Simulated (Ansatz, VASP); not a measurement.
Pb: VASP beside Ansatz

```
Pb
1.0
    -2.02915    2.02915    2.07864
     2.02915   -2.02915    2.07864
     2.02915    2.02915   -2.07864
Pb
1
Cartesian
  0.0000 0.0000 0.0000
```

Change from the starting cell: strain +0.025 along x and y, +0.050 along z, atoms carried along.

Alike in both runs: task single point; functional LDA; k mesh 18 × 18 × 18; occupations gaussian, width 0.15 eV; no spin polarisation.

|  | VASP | Ansatz |
| --- | --- | --- |
| version | VASP 6.6.1 | Ansatz 0.2.0 |
| potentials or method | VASP PAW LDA potentials, release 64 (Pb_d), cutoff 520 eV | scalar-relativistic, plane waves, PAW |
| valence electrons in the cell | 14 | 14 |

|  | VASP | Ansatz | Ansatz less VASP |
| --- | --- | --- | --- |
| gap on the k mesh at the Fermi level (eV) | none | none | - |
| pressure (GPa) | -5.8 | -5.8 | -0.04 |
| traceless stress, the component that is largest in VASP (GPa) | 0.31 | 0.32 | +0.002 |

LDA's correlation is that of Perdew and Zunger in VASP and of Perdew and Wang (1992) in Ansatz. A gap of «none» marks a metal or a gap that the smearing closes.

Neither program's run includes spin-orbit coupling.
